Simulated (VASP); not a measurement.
The system is NiO.

```xyz
2
Lattice="0.0000 2.0859 2.0859 2.0859 0.0000 2.0859 2.0859 2.0859 0.0000" Properties=species:S:1:pos:R:3 pbc="T T T"
Ni    0.0000    0.0000    0.0000
O     2.0859    2.0859    2.0859
```

- Program: VASP 6.6.1
- Task: relaxation of cell and atoms
- Functional: BLYP
- Potentials or basis: VASP PAW PBE potentials, release 64 (Ni, O)
- Cutoff: 600 eV
- k mesh: 11 × 11 × 11
- Occupations: tetrahedron
- Spin: collinear spin, ferromagnetic start
- Starting moments: [1.75, 0.38] μB

At the start: pressure 14.1 GPa; volume 9.08 Å³/atom.

Q: How do energy, volume and symmetry change on relaxing?

A: Over 4 steps the energy falls by 27.1 meV/atom and the volume is 9.82 Å³/atom (+8.2 %); space group Fm-3m (No. 225, to 0.1 Å) before and after; moment 1.92 μB per cell.

The path:
```
step  energy change (eV)  largest force (eV/Å)  pressure (GPa)  volume (Å³)
   1              0.0000                0.0000           14.10        18.15
   2             -0.0404                0.0000           -5.13        20.33
   3             -0.0543                0.0000            0.95        19.51
   4             -0.0542                0.0000           -0.03        19.64
```

Final structure:
```
Ni O
1.0
     0.00000    2.14132    2.14132
     2.14132    0.00000    2.14132
     2.14132    2.14132    0.00000
Ni O
1 1
Direct
  0.00000 0.00000 0.00000
  0.50000 0.50000 0.50000
```

Caveat: the PAW data sets were made with another functional, which shifts forces and pressure a little; a cell with one magnetic atom can't hold antiferromagnetic order, which such compounds often take; tetrahedron occupations give inexact forces and stress in metals.
